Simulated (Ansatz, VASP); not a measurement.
One calculation of Nb, two programs

File POSCAR:

```
Nb
1.0
    0.0000000000      2.1350097699      2.1350097699
    2.1350097699      0.0000000000      2.1350097699
    2.1350097699      2.1350097699      0.0000000000
Nb
1
Direct
    0.0000000000      0.0000000000      0.0000000000
```

The input INCAR.step1:

```
SYSTEM = Nb
PREC     = Accurate       ! precision mode
ENCUT    = 520            ! plane-wave cutoff, eV
ISMEAR   = -1             ! smearing method
SIGMA    = 0.1            ! smearing width, eV
LREAL    = .False.        ! projectors in reciprocal space
LASPH    = .True.         ! aspherical terms in the spheres
NELM     = 60             ! most SCF steps
NBANDS   = 12             ! bands
GGA      = PE             ! functional
ALGO     = Normal         ! electronic algorithm
EDIFF    = 1E-4           ! SCF threshold, eV
LWAVE    = .True.         ! write WAVECAR
LCHARG   = .False.        ! write CHGCAR
```

The input INCAR.step2:

```
SYSTEM = Nb
PREC     = Accurate       ! precision mode
ENCUT    = 520            ! plane-wave cutoff, eV
EDIFF    = 1E-7           ! SCF threshold, eV
ISMEAR   = -1             ! smearing method
SIGMA    = 0.1            ! smearing width, eV
LREAL    = .False.        ! projectors in reciprocal space
LASPH    = .True.         ! aspherical terms in the spheres
NELM     = 60             ! most SCF steps
ALGO     = Normal         ! electronic algorithm
ISIF     = 2              ! what is computed and relaxed
LWAVE    = .False.        ! write WAVECAR
LCHARG   = .False.        ! write CHGCAR
METAGGA  = R2SCAN         ! meta-GGA
LMIXTAU  = .True.       
NBANDS   = 12             ! bands
ISTART   = 1
```

KPOINTS

```
Automatic mesh
0
Gamma
  14 14 14
  0 0 0
```

Input for Ansatz:

```yaml
crystal:
  lattice:
    - [0.0, 2.1350097699, 2.1350097699]
    - [2.1350097699, 0.0, 2.1350097699]
    - [2.1350097699, 2.1350097699, 0.0]
  atoms:
    - { symbol: Nb, position: [0.0, 0.0, 0.0] }
hamiltonian:
  xc: r2scan
  pseudopotentials:
    kind: paw
    azcp:
      Nb: "pseudopotentials/Nb.paw.azcp"
basis:
  ecutwfc: 500
  fft_grid_basis: typed
kpoints:
  mp_grid: { grid: [14, 14, 14], shift: [0, 0, 0] }
magnetization:
  spin_polarized: false
scf:
  occupations: { method: fermi_dirac, width: 0.1 }
  lower_state_search: "off"
output:
  stress: true
  write_density: true
  write_potential: true
  elf: true
  volumetric_format: npy
```

Alike in both runs: task single point; functional r2SCAN; k mesh 14 × 14 × 14; occupations fermi-dirac, width 0.1 eV; no spin polarisation.

```csv
,VASP,Ansatz
version,VASP 6.6.1,Ansatz 0.2.0
potentials or method,"VASP PAW PBE potentials, release 64 (Nb_sv), cutoff 520 eV","plane waves (500 eV) with PAW, scalar-relativistic"
valence electrons in the cell,13,13
```

|  | VASP | Ansatz | Ansatz less VASP |
| --- | --- | --- | --- |
| pressure (GPa) | -6.4 | -6.2 | +0.19 |

VASP's potentials were made for PBE, not for r2SCAN. With one functional, cell and mesh, what is left measures potentials, basis and numerics.
